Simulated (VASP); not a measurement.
# SiC (P1) in VASP: a series of runs

SiC is run at these levels: PBE; tasks: single point.

Everything below comes from runs of VASP 6.6.1. Logs are shortened: lines on timing, memory, paths and dates and some standing lists are left out, and cuts for length are marked.

## (1) The cell of the first run

The typed cell holds 8 atoms: a = 3.076 Å, b = 3.076 Å, c = 10.071 Å, α = 90.00°, β = 90.00°, γ = 120.00°.

## (2) Single point, PBE (atom 1 (Si) moved +0.113 Å along Cartesian [1 -1 0])

INCAR reads:

```
PREC     = Accurate       # precision mode
ENCUT    = 520            # plane-wave cutoff, eV
EDIFF    = 1E-7           # SCF threshold, eV
ISMEAR   = 0              # smearing method
SIGMA    = 0.05           # smearing width, eV
LREAL    = F              # projectors in reciprocal space
LASPH    = T              # aspherical terms in the spheres
NELM     = 60             # most SCF steps
ALGO     = Normal         # electronic algorithm
ISIF     = 2              # what is computed and relaxed
LWAVE    = F              # write WAVECAR
LCHARG   = F              # write CHGCAR
GGA      = PE             # functional
NBANDS   = 26             # bands
```

KPOINTS reads:

```
Automatic mesh
0
Gamma
  12 12 4
```

POSCAR reads:

```
SiC
1.0
    3.0756941497      0.0000000000      0.0000000000
   -1.5378470748      2.6636292679      0.0000000000
    0.0000000000      0.0000000000     10.0706464800
Si C
4 4
Direct
    0.6775980462      0.3034682489      0.9378419800
    0.3333333333      0.6666666667      0.4378419800
    0.0000000000      0.0000000000      0.6878943800
    0.0000000000      0.0000000000      0.1878943800
    0.6666666667      0.3333333333      0.7498025900
    0.3333333333      0.6666666667      0.2498025900
    0.0000000000      0.0000000000      0.5004600500
    0.0000000000      0.0000000000      0.0004600500
```

Potentials or basis: VASP PAW PBE potentials, release 64 (Si, C).

The run is started by

```bash
$ cat potpaw_PBE.64/Si/POTCAR potpaw_PBE.64/C/POTCAR > POTCAR
$ mpirun -np 1 vasp_std > vasp.out
```

OUTCAR:

```text
PREC = Accurate
   ENCUT = 520
   EDIFF = 1E-7
   ISMEAR = 0
   LREAL = F
   LASPH = T
   NELM = 60
   ISIF = 2
   GGA = PE

 ion  position               nearest neighbor table
   1  0.678  0.303  0.938-   8 1.78   5 1.90   8 1.91   8 1.96   3 3.02   4 3.02   3 3.10   4 3.10
                             3 3.13   4 3.13
   2  0.333  0.667  0.438-   7 1.88   7 1.88   7 1.88   6 1.89   4 3.08   4 3.08   4 3.08   3 3.08
                             3 3.08   3 3.08
   3  0.000  0.000  0.688-   5 1.88   5 1.88   5 1.88   7 1.89   1 3.02   2 3.08   2 3.08   2 3.08
                             1 3.10   1 3.13
   4  0.000  0.000  0.188-   6 1.88   6 1.88   6 1.88   8 1.89   1 3.02   2 3.08   2 3.08   2 3.08
                             1 3.10   1 3.13
   5  0.667  0.333  0.750-   3 1.88   3 1.88   3 1.88   1 1.90
   6  0.333  0.667  0.250-   4 1.88   4 1.88   4 1.88   2 1.89
   7  0.000  0.000  0.500-   2 1.88   2 1.88   2 1.88   3 1.89
   8  0.000  0.000  0.000-   1 1.78   4 1.89   1 1.91   1 1.96

  LATTYP: Found a hexagonal cell.
 ALAT       =     3.0756941497
 C/A-ratio  =     3.2742678530

  Lattice vectors:

 A1 = (   3.0756941497,   0.0000000000,   0.0000000000)
 A2 = (  -1.5378470748,   2.6636292679,   0.0000000000)
 A3 = (   0.0000000000,   0.0000000000,  10.0706464800)

Analysis of symmetry for initial positions (statically):
=====================================================================
 Subroutine PRICEL returns:
 Original cell was already a primitive cell.

 Routine SETGRP: Setting up the symmetry group for a
 hexagonal supercell.

 Subroutine GETGRP returns: Found  1 space group operations
 (whereof  1 operations were pure point group operations)
 out of a pool of 24 trial point group operations.

The static configuration has the point symmetry C_1 .

Analysis of symmetry for dynamics (positions and initial velocities):
=====================================================================
 Subroutine PRICEL returns:
 Original cell was already a primitive cell.

 Routine SETGRP: Setting up the symmetry group for a
 hexagonal supercell.

 Subroutine GETGRP returns: Found  1 space group operations
 (whereof  1 operations were pure point group operations)
 out of a pool of 24 trial point group operations.

The dynamic configuration has the point symmetry C_1 .

 Subroutine INISYM returns: Found  1 space group operations
 (whereof  1 operations are pure point group operations),
 and found     1 'primitive' translations

----------------------------------------------------------------------------------------

                                     Primitive cell

  volume of cell :      82.5039

  direct lattice vectors                    reciprocal lattice vectors
     3.075694150  0.000000000  0.000000000     0.325129857  0.187713811  0.000000000
    -1.537847075  2.663629268  0.000000000     0.000000000  0.375427621  0.000000000
     0.000000000  0.000000000 10.070646480     0.000000000  0.000000000  0.099298491

  length of vectors
     3.075694150  3.075694150 10.070646480     0.375427621  0.375427621  0.099298491

  position of ions in fractional coordinates (direct lattice)
     0.677598046  0.303468249  0.937841980
     0.333333333  0.666666667  0.437841980
     0.000000000  0.000000000  0.687894380
     0.000000000  0.000000000  0.187894380
     0.666666667  0.333333333  0.749802590
     0.333333333  0.666666667  0.249802590
     0.000000000  0.000000000  0.500460050
     0.000000000  0.000000000  0.000460050

  ion indices of the primitive-cell ions
   primitive index   ion index
                 1           1
                 2           2
                 3           3
                 4           4
                 5           5
                 6           6
                 7           7
                 8           8

----------------------------------------------------------------------------------------

 KPOINTS: Automatic mesh

Automatic generation of k-mesh.
 Grid dimensions read from file:
 generate k-points for:   12   12    4

 Generating k-lattice:

  Cartesian coordinates                     Fractional coordinates (reciprocal lattice)
     0.027094155  0.015642818  0.000000000     0.083333333  0.000000000  0.000000000
     0.000000000  0.031285635  0.000000000     0.000000000  0.083333333  0.000000000
     0.000000000  0.000000000  0.024824623     0.000000000  0.000000000  0.250000000

  Length of vectors
     0.031285635  0.031285635  0.024824623

  Shift w.r.t. Gamma in fractional coordinates (k-lattice)
     0.000000000  0.000000000  0.000000000

 Subroutine IBZKPT returns following result:
 ===========================================

 Found    292 irreducible k-points:

 Following reciprocal coordinates:
            Coordinates               Weight
  0.000000  0.000000  0.000000      1.000000
  0.083333 -0.000000  0.000000      2.000000
  0.000000  0.083333  0.000000      2.000000
 -0.083333  0.083333  0.000000      2.000000
  0.166667 -0.000000  0.000000      2.000000
  0.000000  0.166667  0.000000      2.000000
[... 16 lines left out ...]
  0.166667  0.083333  0.000000      2.000000
 -0.083333  0.250000  0.000000      2.000000
 [... further k-points ...]
   k-points           NKPTS =    292   k-points in BZ     NKDIM =    292   number of bands    NBANDS=     26
   number of dos      NEDOS =    301   number of ions     NIONS =      8
   total plane-waves  NPLWV =  46080
   dimension x,y,z NGX =    24 NGY =   24 NGZ =   80
   dimension x,y,z NGXF=    48 NGYF=   48 NGZF=  160
   ions per type =               4   4
   NGX,Y,Z   is equivalent  to a cutoff of  12.97, 12.97, 13.21 a.u.
   NGXF,Y,Z  is equivalent  to a cutoff of  25.94, 25.94, 26.41 a.u.
 SYSTEM =  unknown system
   PREC   = accura    normal or accurate (medium, high low for compatibility)
   ISTART =      0    job   : 0-new  1-cont  2-samecut
   ICHARG =      2    charge: 1-file 2-atom 10-const
   ISPIN  =      1    spin polarized calculation?
   LNONCOLLINEAR =      F non collinear calculations
   LSORBIT =      F    spin-orbit coupling
   LASPH  =      T    aspherical Exc in radial PAW
   ENCUT  =  520.0 eV  38.22 Ry    6.18 a.u.   5.72  5.72 18.72*2*pi/ulx,y,z
   NELM   =     60;   NELMIN=  2; NELMDL= -5     # of ELM steps
   EDIFF  = 0.1E-06   stopping-criterion for ELM
   LREAL  =      F    real-space projection
   EDIFFG = 0.1E-05   stopping-criterion for IOM
   NSW    =      0    number of steps for IOM
   IBRION =     -1    ionic relax: 0-MD 1-quasi-New 2-CG
   NFREE  =      0    steps in history (QN), initial steepest desc. (CG)
   ISIF   =      2    stress and relaxation
   ISYM   =      2    0-nonsym 1-usesym 2-fastsym
   POTIM  = 0.5000    time-step for ionic-motion
   TEBEG  =    0.0;   TEEND  =   0.0 temperature during run
   PSTRESS=    0.0 pullay stress
   NELECT =      32.0000    total number of electrons
   NUPDOWN=      -1.0000    fix difference up-down
   EMIN   =  10.00;   EMAX   =-10.00  energy-range for DOS
   EFERMI =   0.00;   METHOD = LEGACY
   ISMEAR =     0;   SIGMA  =   0.05  broadening in eV -4-tet -1-fermi 0-gaus
   EFERMI_NEDOS =   21; number of points for ismear=-14 and -15
   IALGO  =     38    algorithm
   IMIX   =      4    mixing-type and parameters
     AMIX     =   0.40;   BMIX     =  1.00
     AMIX_MAG =   1.60;   BMIX_MAG =  1.00
  volume/ion in A,a.u.               =      10.31        69.60
  Fermi-wavevector in a.u.,A,eV,Ry     =   1.193897  2.256138 19.393597  1.425389
  Thomas-Fermi vector in A             =   2.329900
   LORBIT       =      0    0 simple, 1 ext, 2 COOP (PROOUT), +10 PAW based schemes
   GGA     = PE    functional components
   LHFCALC =     F    Hartree Fock is set to
   AEXX    =    0.0000 exact exchange contribution
   IVDW    =     0    specifies the selected vdW correction
   LEPSILON=     F    determine dielectric tensor
   LRPA    =     F    only Hartree local field effects (RPA)
 non-spin polarized calculation
 Gauss-broadening in eV      SIGMA  =   0.05
  energy-cutoff  :      520.00
  volume of cell :       82.50
 maximum number of plane-waves:      2248
   NGX = 11   NGY = 11   NGZ = 37

 number of electron      32.0000000 magnetization

 Free energy of the ion-electron system (eV)
  ---------------------------------------------------
  ext. energy  EPLUGINS =         0.00000000
  ---------------------------------------------------
  free energy    TOTEN  =       -60.09496399 eV

  energy without entropy =      -60.09496399  energy(sigma->0) =      -60.09496399

 E-fermi :   8.6176     XC(G=0): -11.3673

 val. band max:        8.3700401789   @ k =   0.0000   0.0000   0.0000
 cond. band min:      10.4125978113   @ k =   0.0000   0.5000   0.0000
 fundamental gap:      2.0425576324
 Fermi energy:         8.6176140297

 k-point     1 :       0.0000    0.0000    0.0000
  band No.  band energies     occupation
      1      -7.2988      2.00000
      2      -6.1211      2.00000
      3      -6.0811      2.00000
      4      -3.7249      2.00000
      5      -0.4181      2.00000
      6       3.8169      2.00000
[... 18 lines left out ...]
     25      15.6261      0.00000
     26      16.1988      0.00000

 k-point     2 :       0.0833   -0.0000    0.0000
  band No.  band energies     occupation
      1      -7.1780      2.00000
      2      -6.0045      2.00000
      3      -5.9637      2.00000
      4      -3.6231      2.00000
      5      -0.3071      2.00000
      6       3.8540      2.00000
[... 18 lines left out ...]
     25      15.7375      0.00000
[... 608 lines left out ...]
     25      16.2247      0.00000
     26      16.6086      0.00000

 k-point    24 :      -0.0833    0.2500    0.0000
  band No.  band energies     occupation
      1      -6.4643      2.00000
      2      -5.3204      2.00000
      3      -5.2734      2.00000
      4      -3.0469      2.00000
      5       0.3216      2.00000
      6       3.5131      2.00000
[... 18 lines left out ...]
     25      16.2579      0.00000
     26      16.6658      0.00000

 [... further k-points ...]

------------------------ aborting loop because EDIFF is reached ----------------------------------------

  FORCE on cell =-STRESS in cart. coord.  units (eV):
  Direction    XX          YY          ZZ          XY          YZ          ZX
  --------------------------------------------------------------------------------------
  -------------------------------------------------------------------------------------
  Total        2.9390557      1.6680376      2.0223737     -0.7393806     -0.4245413      0.6254993
  in kB       57.0747642     32.3923257     39.2733297    -14.3583448     -8.2443462     12.1468342
  external PRESSURE =      42.9134732 kB  Pullay stress =       0.0000000 kB

 VOLUME and BASIS-vectors are now :
 -----------------------------------------------------------------------------
  energy-cutoff  :      520.00
  volume of cell :       82.50
      direct lattice vectors                 reciprocal lattice vectors
     3.075694150  0.000000000  0.000000000     0.325129857  0.187713811  0.000000000
    -1.537847075  2.663629268  0.000000000     0.000000000  0.375427621  0.000000000
     0.000000000  0.000000000 10.070646480     0.000000000  0.000000000  0.099298491

 POSITION                                       TOTAL-FORCE (eV/Angst)
 -----------------------------------------------------------------------------------
      1.61740      0.80833      9.44468        -1.954285      1.606646     -0.252337
     -0.00000      1.77575      4.40935        -0.006984      0.007020     -0.005038
      0.00000      0.00000      6.92754         0.031094     -0.025056     -0.005376
      0.00000      0.00000      1.89222         0.026416     -0.027570     -0.006716
      1.53785      0.88788      7.55100         0.168160     -0.167827      0.038753
     -0.00000      1.77575      2.51567        -0.008063      0.008626      0.003866
      0.00000      0.00000      5.03996         0.017923     -0.018215     -0.003713
      0.00000      0.00000      0.00463         1.725739     -1.383623      0.230561
 -----------------------------------------------------------------------------------
    total drift:                                0.000090     -0.000063      0.000077

  FREE ENERGIE OF THE ION-ELECTRON SYSTEM (eV)
  ---------------------------------------------------
  free  energy   TOTEN  =       -60.0949639861 eV

  energy  without entropy=      -60.0949639861  energy(sigma->0) =      -60.09496399
```

It took 7 min on 1 thread of Intel Xeon Platinum 8488C (Sapphire Rapids), shared host; peak memory 0.54 GiB.

What came out:

```
Free energy            : -60.0950 eV
Pressure               : 4.3 GPa
Largest force          : 2.542 eV/Å
Band gap on the k mesh : 2.04 eV (least direct gap 3.27 eV)
```

Forces on the atoms (eV/Å):
```
Si  -1.954  1.607 -0.252
Si  -0.007  0.007 -0.005
Si   0.031 -0.025 -0.005
Si   0.026 -0.028 -0.007
C    0.168 -0.168  0.039
C   -0.008  0.009  0.004
C    0.018 -0.018 -0.004
C    1.726 -1.384  0.231
```

Stress tensor (GPa, compression positive):
```
 5.71 -1.44  1.21
-1.44  3.24 -0.82
 1.21 -0.82  3.93
```

Levels at points of the mesh, in eV from the valence-band top:
| k point | band 14 | band 15 | band 16 | band 17 | band 18 | band 19 |
| --- | --- | --- | --- | --- | --- | --- |
| (0.00, 0.00, 0.00) | -0.28 | -0.16 | 0.00 | 4.93 | 5.50 | 6.14 |
| (0.50, 0.00, 0.00) | -2.38 | -1.73 | -1.26 | 2.05 | 2.17 | 4.04 |
| (0.00, 0.50, 0.00) | -2.39 | -1.70 | -1.31 | 2.04 | 2.17 | 4.05 |
| (0.50, 0.50, 0.00) | -2.39 | -1.79 | -1.20 | 2.07 | 2.22 | 4.08 |
| (0.00, 0.00, 0.50) | -0.37 | -0.37 | -0.11 | 5.11 | 5.16 | 6.60 |
| (0.50, 0.00, 0.50) | -2.64 | -1.71 | -1.70 | 2.42 | 2.48 | 4.02 |
| (0.00, 0.50, 0.50) | -2.59 | -1.79 | -1.71 | 2.41 | 2.48 | 4.02 |
| (0.50, 0.50, 0.50) | -2.65 | -1.71 | -1.57 | 2.48 | 2.55 | 4.03 |

Caveat: the cell differs from its parent crystal (atom 1 (Si) moved +0.113 Å along Cartesian [1 -1 0]); the cell stands under pressure; forces of over 1 eV/Å act on the atoms, so gaps and moduli don't describe the material at rest. A k mesh can miss the band edges.

## (3) Single point, PBE (atom 1 (Si) moved -0.113 Å along Cartesian [1 -1 0])

INCAR reads:

```
SYSTEM = SiC
PREC = Accurate
ENCUT = 520
EDIFF = 1E-6
ISMEAR = 0
SIGMA = 0.05
LREAL = .False.
LASPH = .True.
NELM = 60
ALGO = Normal
ISIF = 2
LWAVE = .False.
LCHARG = .False.
GGA = PE
NBANDS = 26
```

KPOINTS reads:

```
Automatic mesh
0
Gamma
  12 12 4
  0 0 0
```

Changes to POSCAR since step 2:

```diff
@@ -8,3 +8,3 @@
 Direct
-    0.6775980462      0.3034682489      0.9378419800
+    0.6557352871      0.3631984177      0.9378419800
     0.3333333333      0.6666666667      0.4378419800
```

Potentials or basis: VASP PAW PBE potentials, release 64 (Si, C).

The run is started by

```bash
$ cat potpaw_PBE.64/Si/POTCAR potpaw_PBE.64/C/POTCAR > POTCAR
$ mpirun -np 1 vasp_std > vasp.out
```

It took 4.1 min on 1 thread of AMD EPYC 9R45 (Zen 5), shared host; peak memory 0.51 GiB.

Results (log left out):

| Item | Value |
| --- | --- |
| Free energy | -60.1134 eV |
| Pressure | 4.2 GPa |
| Largest force | 2.050 eV/Å |
| Band gap on the k mesh | 2.01 eV (least direct gap 3.27 eV) |

Forces on the atoms (eV/Å):
```
Si   1.258 -1.605 -0.216
Si   0.007 -0.007 -0.005
Si  -0.019  0.025 -0.005
Si  -0.029  0.028 -0.005
C   -0.168  0.168  0.039
C    0.009 -0.009  0.004
C   -0.019  0.018 -0.004
C   -1.041  1.382  0.192
```

Stress tensor (GPa, compression positive):
```
 3.16  1.02 -0.43
 1.02  5.60  0.82
-0.43  0.82  3.89
```

Levels at points of the mesh, in eV from the valence-band top:
| k point | band 13 | band 14 | band 15 | band 16 | band 17 | band 18 | band 19 | band 20 |
| --- | --- | --- | --- | --- | --- | --- | --- | --- |
| (0.00, 0.00, 0.00) | -0.63 | -0.29 | -0.24 | 0.00 | 4.90 | 5.46 | 6.11 | 6.14 |
| (0.50, 0.00, 0.00) | -2.54 | -2.40 | -1.79 | -1.25 | 2.03 | 2.15 | 4.02 | 4.54 |
| (0.00, 0.50, 0.00) | -2.49 | -2.41 | -1.81 | -1.23 | 2.04 | 2.17 | 4.04 | 4.55 |
| (0.50, 0.50, 0.00) | -2.56 | -2.43 | -1.71 | -1.38 | 2.01 | 2.14 | 4.02 | 4.57 |
| (0.00, 0.00, 0.50) | -0.56 | -0.40 | -0.40 | -0.12 | 5.07 | 5.13 | 6.54 | 6.58 |
| (0.50, 0.00, 0.50) | -2.73 | -2.69 | -1.74 | -1.66 | 2.43 | 2.45 | 4.00 | 4.02 |
| (0.00, 0.50, 0.50) | -2.77 | -2.68 | -1.74 | -1.62 | 2.45 | 2.48 | 4.00 | 4.02 |
| (0.50, 0.50, 0.50) | -2.71 | -2.58 | -1.88 | -1.75 | 2.38 | 2.45 | 3.99 | 4.04 |

Caveat: the cell differs from its parent crystal (atom 1 (Si) moved -0.113 Å along Cartesian [1 -1 0]); the cell stands under pressure; forces of over 1 eV/Å act on the atoms, so gaps and moduli don't describe the material at rest.
